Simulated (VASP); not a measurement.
Input of a VASP 6.6.1 run:

Contents of INCAR:

```
SYSTEM = Re
ALGO = Fast
EDIFF = 1E-7
EDIFFG = -0.01
ENCUT = 600
GGA = RE
IBRION = 2
ISIF = 3
ISMEAR = -1
LASPH = .TRUE.
LCHARG = .FALSE.
LREAL = .FALSE.
LWAVE = .FALSE.
NELM = 100
NSW = 60
PREC = Accurate
SIGMA = 0.05
```

File KPOINTS:

```
k-points
0
G
  12 12 12
  0 0 0
```

POSCAR

```
Re
1.0
    0.0000000000      1.9750000000      1.9750000000
    1.9750000000      0.0000000000      1.9750000000
    1.9750000000      1.9750000000      0.0000000000
Re
1
Direct
    0.0000000000      0.0000000000      0.0000000000
```

Potentials or basis: VASP PAW PBE potentials, release 64 (Re).

Run with:

```console
$ cat potpaw_PBE.64/Re/POTCAR > POTCAR
$ mpirun -np 1 vasp_std > vasp.out
```

Problem. Estimate the relaxed volume.

Solution. 15.10 Å³/atom.

Problem. Predict the relaxed cell.

Solution. a = 2.774 Å, b = 2.774 Å, c = 2.774 Å, α = 60.00°, β = 60.00°, γ = 60.00°.

Problem. Predict the space group after relaxing (to 0.05 Å).

Solution. Fm-3m (No. 225).

The path:
| step | energy change (eV) | largest force (eV/Å) | pressure (GPa) | volume (Å³) |
| --- | --- | --- | --- | --- |
| 1 | 0.0000 | 0.0000 | -7.11 | 15.41 |
| 2 | 0.1101 | 0.0000 | 34.84 | 13.93 |
| 3 | -0.0071 | 0.0000 | -0.23 | 15.10 |
| 4 | -0.0071 | 0.0000 | -0.01 | 15.10 |

Caveat: the PAW data sets were made with another functional, which shifts forces and pressure a little.
